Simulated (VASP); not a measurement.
Runs of VASP 6.6.1 on La. The structure is that of space group Pm-3m (No. 221), or close to it. The cells are those of the table. 

| task | cell | k mesh | cutoff (eV) | gap on the mesh (eV) | pressure (GPa) |
| --- | --- | --- | --- | --- | --- |
| single point | a = 3.325 Å, 1 atom | 6 × 6 × 6 | 520 | none | (a) |
| single point | a = 3.325, b = 3.325, c = 3.326 Å, 1 atom | 4 × 4 × 4 | 520 | none | 0.2 |
| relaxation of cell and atoms | relaxed from a = 3.325 Å, 1 atom | 16 × 16 × 16 | 600 | none | 0.0 |
| single point | a = 3.322 Å, 1 atom | 16 × 16 × 16 | 520 | none | 0.0 |
| single point | a = 4.068, b = 4.068, c = 4.060 Å, 1 atom | 4 × 4 × 4 | 520 | none | -5.4 |

Alike in all rows: level PBE; potentials or basis VASP PAW PBE potentials, release 64 (La); no spin polarisation; smearing gaussian 0.1 eV.

**Question.** Fill in the values left out.

**Answer.** (a) 0.1.

Caveats: some runs use coarse meshes; spin-orbit coupling is left out, which moves the levels of the heavy elements; the relaxation stopped at its first step, so nothing moved (some runs).

A k mesh can miss the band edges, and the runs leave out spin-orbit coupling on La.

A gap of «none» marks levels without a gap at the run's occupations.
